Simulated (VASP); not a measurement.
Here is a VASP 6.6.1 calculation.

The input INCAR:

```
PREC     = Accurate       # precision mode
ENCUT    = 520            # plane-wave cutoff, eV
EDIFF    = 1E-6           # SCF threshold, eV
ISMEAR   = -1             # smearing method
SIGMA    = 0.05           # smearing width, eV
LREAL    = False          # projectors in reciprocal space
LASPH    = True           # aspherical terms in the spheres
NELM     = 60             # most SCF steps
ALGO     = Normal         # electronic algorithm
ISIF     = 2              # what is computed and relaxed
LWAVE    = False          # write WAVECAR
LCHARG   = True           # write CHGCAR
GGA      = RE             # functional
IVDW     = 13             # dispersion correction
LELF     = True           # ELF
LVHAR    = True         
NBANDS   = 27             # bands
```

Contents of KPOINTS:

```
regular mesh
0
Gamma
  7 7 7
```

Contents of POSCAR:

```
KTaO3
1.0
    4.0185619523      0.0000000000      0.0000000000
    0.0000000000      4.0185619523      0.0000000000
    0.0000000000      0.0000000000      4.0185619523
Ta K O
1 1 3
Direct
    0.0000000000      0.0000000000      0.0000000000
    0.5000000000      0.5000000000      0.5000000000
    0.0000000000      0.0000000000      0.5000000000
    0.0000000000      0.5000000000      0.0000000000
    0.5000000000      0.0000000000      0.0000000000
```

Potentials or basis: VASP PAW PBE potentials, release 64 (Ta_pv, K_sv, O).

Command:

```console
$ cat potpaw_PBE.64/Ta_pv/POTCAR potpaw_PBE.64/K_sv/POTCAR potpaw_PBE.64/O/POTCAR > POTCAR
$ mpirun -np 1 vasp_std > vasp.out
```

Q: Predict the dispersion energy per atom.

A: -0.283 eV.

Q: Predict the band gap on the k mesh.

A: 2.22 eV, indirect (least direct gap 2.79 eV).

Q: Predict the pressure.

A: 0.6 GPa.

Caveat: the PAW data sets were made with another functional, which shifts forces and pressure a little; spin-orbit coupling is left out, which moves the levels of the heavy elements. A k mesh can miss the band edges.
